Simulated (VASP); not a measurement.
# S (Fd-3m) in VASP: a series of runs

The runs below take S through single point, relaxation of cell and atoms, with PBEsol, PBE.

Program: VASP 6.6.1. These are calculated values, not measurements. Logs are shortened: lines on timing, memory, paths and dates and some standing lists are left out, and cuts for length are marked.

### 1 The cell of the first run

It takes space group Fd-3m (No. 227, cubic). Conventional cell: a = 5.526 Å, b = 5.526 Å, c = 5.526 Å, α = 90.00°, β = 90.00°, γ = 90.00°. S (site symmetry -43m) has 4 S at 2.39 Å within 3.2 Å.

### 2 Single point, PBEsol (volume scaled by 0.92)

The input, INCAR:

```
PREC = Accurate ; ENCUT = 520
EDIFF = 1E-7 ; ISMEAR = -1
SIGMA = 0.05 ; LREAL = False
LASPH = True ; NELM = 100
ALGO = Normal ; ISIF = 2
LWAVE = False ; LCHARG = False
GGA = PS ; NBANDS = 13
```

The input, KPOINTS:

```
regular mesh
0
Gamma
  13 13 13
```

The input, POSCAR:

```
S
1.0
    0.0000000000      2.7628645464      2.7628645464
    2.7628645464      0.0000000000      2.7628645464
    2.7628645464      2.7628645464      0.0000000000
S
2
Direct
   -0.1250000000     -0.1250000000     -0.1250000000
    0.1250000000      0.1250000000      0.1250000000
```

Potentials or basis: VASP PAW PBE potentials, release 64 (S).

On the command line:

```
> cat potpaw_PBE.64/S/POTCAR > POTCAR
> mpirun -np 1 vasp_std > vasp.out
```

OUTCAR:

```text
PREC = Accurate
   ENCUT = 520
   EDIFF = 1E-7
   ISMEAR = -1
   LREAL = False
   LASPH = True
   NELM = 100
   ISIF = 2
   GGA = PS

 ion  position               nearest neighbor table
   1  0.875  0.875  0.875-   2 2.39   2 2.39   2 2.39   2 2.39
   2  0.125  0.125  0.125-   1 2.39   1 2.39   1 2.39   1 2.39

  LATTYP: Found a face centered cubic cell.
 ALAT       =     5.5257290928

  Lattice vectors:

 A1 = (   0.0000000000,   2.7628645464,   2.7628645464)
 A2 = (   2.7628645464,   0.0000000000,   2.7628645464)
 A3 = (   2.7628645464,   2.7628645464,   0.0000000000)

Analysis of symmetry for initial positions (statically):
=====================================================================
 Subroutine PRICEL returns:
 Original cell was already a primitive cell.

 Routine SETGRP: Setting up the symmetry group for a
 face centered cubic supercell.

 Subroutine GETGRP returns: Found 48 space group operations
 (whereof 12 operations were pure point group operations)
 out of a pool of 48 trial point group operations.

The static configuration has the point symmetry D_3d.
 The point group associated with its full space group is O_h .

Analysis of symmetry for dynamics (positions and initial velocities):
=====================================================================
 Subroutine PRICEL returns:
 Original cell was already a primitive cell.

 Routine SETGRP: Setting up the symmetry group for a
 face centered cubic supercell.

 Subroutine GETGRP returns: Found 48 space group operations
 (whereof 12 operations were pure point group operations)
 out of a pool of 48 trial point group operations.

The dynamic configuration has the point symmetry D_3d.
 The point group associated with its full space group is O_h .

 Subroutine INISYM returns: Found 48 space group operations
 (whereof 12 operations are pure point group operations),
 and found     1 'primitive' translations

----------------------------------------------------------------------------------------

                                     Primitive cell

  volume of cell :      42.1802

  direct lattice vectors                    reciprocal lattice vectors
     0.000000000  2.762864546  2.762864546    -0.180971594  0.180971594  0.180971594
     2.762864546  0.000000000  2.762864546     0.180971594 -0.180971594  0.180971594
     2.762864546  2.762864546  0.000000000     0.180971594  0.180971594 -0.180971594
[... 86 lines left out ...]
   EDIFFG = 0.1E-05   stopping-criterion for IOM
   NSW    =      0    number of steps for IOM
   IBRION =     -1    ionic relax: 0-MD 1-quasi-New 2-CG
   NFREE  =      0    steps in history (QN), initial steepest desc. (CG)
   ISIF   =      2    stress and relaxation
   ISYM   =      2    0-nonsym 1-usesym 2-fastsym
   POTIM  = 0.5000    time-step for ionic-motion
   TEBEG  =    0.0;   TEEND  =   0.0 temperature during run
   PSTRESS=    0.0 pullay stress
   NELECT =      12.0000    total number of electrons
   NUPDOWN=      -1.0000    fix difference up-down
   EMIN   =  10.00;   EMAX   =-10.00  energy-range for DOS
   EFERMI =   0.00;   METHOD = LEGACY
   ISMEAR =    -1;   SIGMA  =   0.05  broadening in eV -4-tet -1-fermi 0-gaus
   EFERMI_NEDOS =   21; number of points for ismear=-14 and -15
   IALGO  =     38    algorithm
   IMIX   =      4    mixing-type and parameters
     AMIX     =   0.40;   BMIX     =  1.00
     AMIX_MAG =   1.60;   BMIX_MAG =  1.00
  volume/ion in A,a.u.               =      21.09       142.32
  Fermi-wavevector in a.u.,A,eV,Ry     =   1.076711  2.034688 15.773312  1.159306
  Thomas-Fermi vector in A             =   2.212602
   LORBIT       =      0    0 simple, 1 ext, 2 COOP (PROOUT), +10 PAW based schemes
   GGA     = PS    functional components
   LHFCALC =     F    Hartree Fock is set to
   AEXX    =    0.0000 exact exchange contribution
   IVDW    =     0    specifies the selected vdW correction
   LEPSILON=     F    determine dielectric tensor
   LRPA    =     F    only Hartree local field effects (RPA)
 non-spin polarized calculation
  energy-cutoff  :      520.00
  volume of cell :       42.18
 maximum number of plane-waves:      1154
 NGX is ok and might be reduce to    30
   NGX = 15   NGY = 15   NGZ = 15

 number of electron      12.0000002 magnetization

 Free energy of the ion-electron system (eV)
  ---------------------------------------------------
  ext. energy  EPLUGINS =         0.00000000
  ---------------------------------------------------
  free energy    TOTEN  =        -6.87428301 eV

  energy without entropy =       -6.85681925  energy(sigma->0) =       -6.86555113

 E-fermi :   4.9004     XC(G=0):  -9.5395

 val. band max:        4.8919532443   @ k =   0.4615   0.0769   0.0000
 cond. band min:       4.9020488169   @ k =  -0.3077   0.0769   0.0000
 fundamental gap:      0.0100955726
 Fermi energy:         4.9003673925

 k-point     1 :       0.0000    0.0000    0.0000
  band No.  band energies     occupation
      1     -11.9609      2.00000
      2      -3.5314      2.00000
      3       0.4939      2.00000
      4       0.4939      2.00000
      5       0.4939      2.00000
      6       3.7251      2.00000
      7       3.7251      2.00000
      8       3.7251      2.00000
      9      10.3160      0.00000
     10      12.3966      0.00000
     11      12.3966      0.00000
     12      15.4228      0.00000
     13      15.4228      0.00000
[... 354 lines left out ...]
  band No.  band energies     occupation
      1     -10.4490      2.00000
      2      -7.2305      2.00000
      3      -1.3214      2.00000
      4      -0.6786      2.00000
      5       1.7388      2.00000
      6       4.6028      1.99481
      7       5.6622      0.00000
      8       6.8139      0.00000
      9      11.3398      0.00000
     10      12.2024      0.00000
     11      13.7845      0.00000
     12      14.9207      0.00000
     13      15.0559      0.00000

 [... further k-points ...]
[... 5 lines left out ...]
  --------------------------------------------------------------------------------------
  -------------------------------------------------------------------------------------
  Total        1.2484674      1.2484674      1.2484674     -0.0000000     -0.0000000      0.0000000
  in kB       47.4219072     47.4219072     47.4219072     -0.0000000     -0.0000000      0.0000000
  external PRESSURE =      47.4219072 kB  Pullay stress =       0.0000000 kB

 VOLUME and BASIS-vectors are now :
 -----------------------------------------------------------------------------
  energy-cutoff  :      520.00
  volume of cell :       42.18
      direct lattice vectors                 reciprocal lattice vectors
     0.000000000  2.762864546  2.762864546    -0.180971594  0.180971594  0.180971594
     2.762864546  0.000000000  2.762864546     0.180971594 -0.180971594  0.180971594
     2.762864546  2.762864546  0.000000000     0.180971594  0.180971594 -0.180971594

 POSITION                                       TOTAL-FORCE (eV/Angst)
 -----------------------------------------------------------------------------------
      4.83501      4.83501      4.83501        -0.000000     -0.000000     -0.000000
      0.69072      0.69072      0.69072         0.000000      0.000000      0.000000
 -----------------------------------------------------------------------------------
    total drift:                               -0.000000      0.000000      0.000000

  FREE ENERGIE OF THE ION-ELECTRON SYSTEM (eV)
  ---------------------------------------------------
  free  energy   TOTEN  =        -6.8742830144 eV

  energy  without entropy=       -6.8568192521  energy(sigma->0) =       -6.86555113
```

OSZICAR:

```text
N       E                     dE             d eps       ncg     rms          rms(c)
DAV:   1     0.444669295330E+02    0.44467E+02   -0.51832E+03  2184   0.784E+02
DAV:   2    -0.423202976025E+01   -0.48699E+02   -0.45761E+02  3086   0.137E+02
DAV:   3    -0.685297610930E+01   -0.26209E+01   -0.25895E+01  2832   0.320E+01
DAV:   4    -0.688095059189E+01   -0.27974E-01   -0.27963E-01  2665   0.400E+00
DAV:   5    -0.688140325240E+01   -0.45266E-03   -0.45262E-03  2892   0.506E-01    0.191E+01
DAV:   6    -0.687664978373E+01    0.47535E-02   -0.15582E-03  2717   0.284E-01    0.115E+01
DAV:   7    -0.687424876981E+01    0.24010E-02   -0.34625E-03  2769   0.409E-01    0.814E-02
DAV:   8    -0.687427715213E+01   -0.28382E-04   -0.21229E-04  2659   0.995E-02    0.410E-02
DAV:   9    -0.687428265570E+01   -0.55036E-05   -0.44285E-06  2824   0.159E-02    0.153E-02
DAV:  10    -0.687428298208E+01   -0.32638E-06   -0.19301E-07  2581   0.298E-03    0.160E-03
DAV:  11    -0.687428301442E+01   -0.32344E-07   -0.10066E-07  2206   0.201E-03
   1 F= -.68742830E+01 E0= -.68655511E+01  d E =-.174638E-01
```

Run time: 20 s. Hardware: 1 thread of AMD EPYC 9R45 (Zen 5), shared host; peak memory 0.15 GiB.

What came out:

| Property | Result |
| --- | --- |
| Free energy | -6.8743 eV |
| Pressure | 4.7 GPa |
| Band gap on the k mesh | zero (band 6 reaches 5.38 eV, above the bottom of band 7 at 3.73 eV) |

Levels at points of the mesh, in eV from the Fermi level:
```
           k point  band 4  band 5  band 6  band 7  band 8  band 9
(0.00, 0.00, 0.00)   -4.41   -4.41   -1.18   -1.18   -1.18    5.42
```

Caveat: the cell differs from its parent crystal (volume scaled by 0.92); the PAW data sets were made with another functional, which shifts forces and pressure a little.

### 3 Single point, PBEsol

This run uses another cell than the first one, of 22.92 Å³/atom, 1.087 times its volume.

The input, INCAR:

```
SYSTEM = S
ALGO = Normal
EDIFF = 1E-6
ENCUT = 520
GGA = PS
ISIF = 2
ISMEAR = -1
LASPH = .TRUE.
LCHARG = .TRUE.
LELF = .TRUE.
LREAL = .FALSE.
LVHAR = .TRUE.
LWAVE = .FALSE.
NBANDS = 13
NELM = 100
PREC = Accurate
SIGMA = 0.05
```

The input, KPOINTS:

```
k-points
0
G
  13 13 13
  0 0 0
```

The input, POSCAR:

```
S
1.0
    0.0000000000      2.8407323546      2.8407323546
    2.8407323546      0.0000000000      2.8407323546
    2.8407323546      2.8407323546      0.0000000000
S
2
Direct
   -0.1250000000     -0.1250000000     -0.1250000000
    0.1250000000      0.1250000000      0.1250000000
```

Potentials or basis: VASP PAW PBE potentials, release 64 (S).

On the command line:

```
> cat potpaw_PBE.64/S/POTCAR > POTCAR
> mpirun -np 1 vasp_std > vasp.out
```

Run time: 20 s. Hardware: 1 thread of AMD EPYC 9R45 (Zen 5), shared host; peak memory 0.15 GiB.

It converged, with:

| Item | Value |
| --- | --- |
| Free energy | -6.9274 eV |
| Pressure | 0.1 GPa |
| Band gap on the k mesh | zero (band 6 reaches 4.25 eV, above the bottom of band 7 at 2.95 eV) |

Levels at points of the mesh, in eV from the Fermi level:
```tsv
k point	band 4	band 5	band 6	band 7	band 8	band 9
(0.00, 0.00, 0.00)	-4.05	-4.05	-1.02	-1.02	-1.02	5.37
```

Caveat: the PAW data sets were made with another functional, which shifts forces and pressure a little.

### 4 Single point, PBEsol

This run uses another cell than the first one, of 22.92 Å³/atom, 1.087 times its volume.

The input, INCAR:

```
PREC = Accurate
ENCUT = 520
EDIFF = 1E-6
ISMEAR = -1
SIGMA = 0.05
LREAL = F
LASPH = T
NELM = 60
ALGO = Normal
ISIF = 2
LWAVE = F
LCHARG = F
GGA = PS
NBANDS = 13
```

The input, KPOINTS:

```
regular mesh
0
Gamma
  13 13 13
```

POSCAR is that of step 3.

Potentials or basis: VASP PAW PBE potentials, release 64 (S).

On the command line:

```
> cat potpaw_PBE.64/S/POTCAR > POTCAR
> mpirun -np 1 vasp_std > vasp.out
```

OUTCAR:

```text
PREC = Accurate
   ENCUT = 520
   EDIFF = 1E-6
   ISMEAR = -1
   LREAL = F
   LASPH = T
   NELM = 60
   ISIF = 2
   GGA = PS

 ion  position               nearest neighbor table
   1  0.875  0.875  0.875-   2 2.46   2 2.46   2 2.46   2 2.46
   2  0.125  0.125  0.125-   1 2.46   1 2.46   1 2.46   1 2.46

  LATTYP: Found a face centered cubic cell.
 ALAT       =     5.6814647092

  Lattice vectors:

 A1 = (   0.0000000000,   2.8407323546,   2.8407323546)
 A2 = (   2.8407323546,   0.0000000000,   2.8407323546)
 A3 = (   2.8407323546,   2.8407323546,   0.0000000000)

Analysis of symmetry for initial positions (statically):
=====================================================================
 Subroutine PRICEL returns:
 Original cell was already a primitive cell.

 Routine SETGRP: Setting up the symmetry group for a
 face centered cubic supercell.

 Subroutine GETGRP returns: Found 48 space group operations
 (whereof 12 operations were pure point group operations)
 out of a pool of 48 trial point group operations.

The static configuration has the point symmetry D_3d.
[... 166 lines left out ...]
 cond. band min:       3.9765035644   @ k =   0.2308   0.1538   0.0769
 fundamental gap:      0.0106682800
 Fermi energy:         3.9676777061

 k-point     1 :       0.0000    0.0000    0.0000
  band No.  band energies     occupation
      1     -12.1933      2.00000
      2      -4.8477      2.00000
      3      -0.0873      2.00000
      4      -0.0873      2.00000
      5      -0.0873      2.00000
      6       2.9480      2.00000
      7       2.9480      2.00000
      8       2.9480      2.00000
      9       9.3359      0.00000
     10      11.6626      0.00000
     11      11.6626      0.00000
     12      14.4358      0.00000
     13      14.4358      0.00000
[... 354 lines left out ...]
  band No.  band energies     occupation
      1     -10.8333      2.00000
      2      -7.9106      2.00000
      3      -1.7539      2.00000
      4      -1.1565      2.00000
      5       0.8948      2.00000
      6       3.7120      1.98805
      7       4.7061      0.00000
      8       5.6712      0.00000
      9      10.4653      0.00000
     10      11.2121      0.00000
     11      12.8124      0.00000
     12      13.8749      0.00000
     13      14.1638      0.00000

 [... further k-points ...]
[... 5 lines left out ...]
  --------------------------------------------------------------------------------------
  -------------------------------------------------------------------------------------
  Total        0.0190154      0.0190154      0.0190154      0.0000000      0.0000000      0.0000000
  in kB        0.6645009      0.6645009      0.6645009      0.0000000      0.0000000      0.0000000
  external PRESSURE =       0.6645009 kB  Pullay stress =       0.0000000 kB

 VOLUME and BASIS-vectors are now :
 -----------------------------------------------------------------------------
  energy-cutoff  :      520.00
  volume of cell :       45.85
      direct lattice vectors                 reciprocal lattice vectors
     0.000000000  2.840732355  2.840732355    -0.176010950  0.176010950  0.176010950
     2.840732355  0.000000000  2.840732355     0.176010950 -0.176010950  0.176010950
     2.840732355  2.840732355  0.000000000     0.176010950  0.176010950 -0.176010950

 POSITION                                       TOTAL-FORCE (eV/Angst)
 -----------------------------------------------------------------------------------
      4.97128      4.97128      4.97128         0.000000      0.000000      0.000000
      0.71018      0.71018      0.71018        -0.000000     -0.000000     -0.000000
 -----------------------------------------------------------------------------------
    total drift:                               -0.000000      0.000000      0.000000

  FREE ENERGIE OF THE ION-ELECTRON SYSTEM (eV)
  ---------------------------------------------------
  free  energy   TOTEN  =        -6.9274350866 eV

  energy  without entropy=       -6.9104400995  energy(sigma->0) =       -6.91893759
```

OSZICAR:

```text
N       E                     dE             d eps       ncg     rms          rms(c)
DAV:   1     0.448954289092E+02    0.44895E+02   -0.51652E+03  2184   0.780E+02
DAV:   2    -0.430788756147E+01   -0.49203E+02   -0.46306E+02  3220   0.132E+02
DAV:   3    -0.690524794206E+01   -0.25974E+01   -0.25634E+01  2829   0.315E+01
DAV:   4    -0.693373020926E+01   -0.28482E-01   -0.28470E-01  2704   0.402E+00
DAV:   5    -0.693422948922E+01   -0.49928E-03   -0.49926E-03  2914   0.529E-01    0.162E+01
DAV:   6    -0.692964662427E+01    0.45829E-02   -0.19863E-03  2744   0.307E-01    0.970E+00
DAV:   7    -0.692741617822E+01    0.22304E-02   -0.39092E-03  2799   0.422E-01    0.103E-01
DAV:   8    -0.692742929723E+01   -0.13119E-04   -0.21119E-04  2679   0.959E-02    0.356E-02
DAV:   9    -0.692743417575E+01   -0.48785E-05   -0.61688E-06  2842   0.160E-02    0.119E-02
DAV:  10    -0.692743508660E+01   -0.91085E-06   -0.52356E-07  1967   0.476E-03
   1 F= -.69274351E+01 E0= -.69189376E+01  d E =-.169950E-01
```

It took 18 s on 1 thread of AMD EPYC 9R45 (Zen 5), shared host; peak memory 0.15 GiB.

Results:

```
Free energy            : -6.9274 eV
Pressure               : 0.1 GPa
Band gap on the k mesh : zero (band 6 reaches 4.25 eV, above the bottom of band 7 at 2.95 eV)
```

Levels at points of the mesh, in eV from the Fermi level:
```
           k point  band 3  band 4  band 5  band 6  band 7  band 8  band 9  band 10
(0.00, 0.00, 0.00)   -4.05   -4.05   -4.05   -1.02   -1.02   -1.02    5.37     7.69
```

Caveat: the PAW data sets were made with another functional, which shifts forces and pressure a little.

### 5 Single point, PBE, collinear spin, ferromagnetic start

This run uses another cell than the first one, of 15.59 Å³/atom, 0.739 times its volume.

The input, INCAR:

```
ALGO = Normal ; EDIFF = 1E-6
ENCUT = 520 ; GGA = PE
ISIF = 2 ; ISMEAR = -1
ISPIN = 2 ; LASPH = T
LCHARG = T ; LELF = T
LORBIT = 11 ; LREAL = F
LVHAR = T ; LWAVE = F
MAGMOM = 0.2 0.2 ; NBANDS = 17
NELM = 150 ; PREC = Accurate
SIGMA = 0.05
```

The input, KPOINTS:

```
k-points
0
Gamma
  13 13 13
```

The input, POSCAR:

```
S
1.0
    0.0000000000      2.4980432615      2.4980432615
    2.4980432615      0.0000000000      2.4980432615
    2.4980432615      2.4980432615      0.0000000000
S
2
Direct
   -0.1250000000     -0.1250000000     -0.1250000000
    0.1250000000      0.1250000000      0.1250000000
```

On the command line:

```
> cat potpaw_PBE.64/S/POTCAR > POTCAR
> mpirun -np 1 vasp_std > vasp.out
```

It took 50 s on 1 thread of AMD EPYC 9R45 (Zen 5), shared host; peak memory 0.17 GiB.

It converged, with:

```
Free energy                                           : -4.6971 eV
Pressure                                              : 38.9 GPa
Band gap on the k mesh                                : zero (filled and empty bands overlap)
Net moment                                            : 0.00 μB per cell
Valence electrons inside the program's atomic spheres : S 3.62
```

Levels at points of the mesh, in eV from the Fermi level:
Spin up:
| k point | band 3 | band 4 | band 5 | band 6 | band 7 | band 8 | band 9 | band 10 |
| --- | --- | --- | --- | --- | --- | --- | --- | --- |
| (0.00, 0.00, 0.00) | -5.65 | -5.65 | -5.65 | -1.71 | -1.71 | -1.71 | 6.17 | 6.84 |
Spin down:
| k point | band 4 | band 5 | band 6 | band 7 | band 8 | band 9 |
| --- | --- | --- | --- | --- | --- | --- |
| (0.00, 0.00, 0.00) | -5.65 | -5.65 | -1.71 | -1.71 | -1.71 | 6.17 |

(Continued in part 2 of 2.)
